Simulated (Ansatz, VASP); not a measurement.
## ZnAu in VASP and in Ansatz

```
Zn Au
1.0
     3.12686    0.00000    0.00000
     0.00000    3.12686    0.00000
     0.00000    0.00000    3.12686
Zn Au
1 1
Direct
  0.50000 0.50000 0.50000
  0.00000 0.00000 0.00000
```

Alike in both runs: functional r2SCAN; k mesh 11 × 11 × 11; occupations fermi-dirac, width 0.1 eV; no spin polarisation.

Ansatz relaxed the structure, and its values are those at the end. VASP's run is a single point on that final structure, the one shown.

|  | VASP | Ansatz |
| --- | --- | --- |
| version | VASP 6.6.1 | Ansatz 0.2.0 |
| potentials or method | VASP PAW PBE potentials, release 64 (Zn, Au), cutoff 520 eV | PAW plane waves |
| valence electrons in the cell | 23 | 31 |

Ansatz gave:

```
pressure (GPa) : 2.9
```

Q: Which values does VASP return?

A: Pressure (GPa): 3.3.

VASP's potentials were made for PBE, not for r2SCAN. VASP's potentials hold 23 valence electrons a cell and Ansatz's 31, so a difference there can come from the potentials and not from the codes. Ansatz's warnings: stress scf threshold loose.

Neither program's run includes spin-orbit coupling.
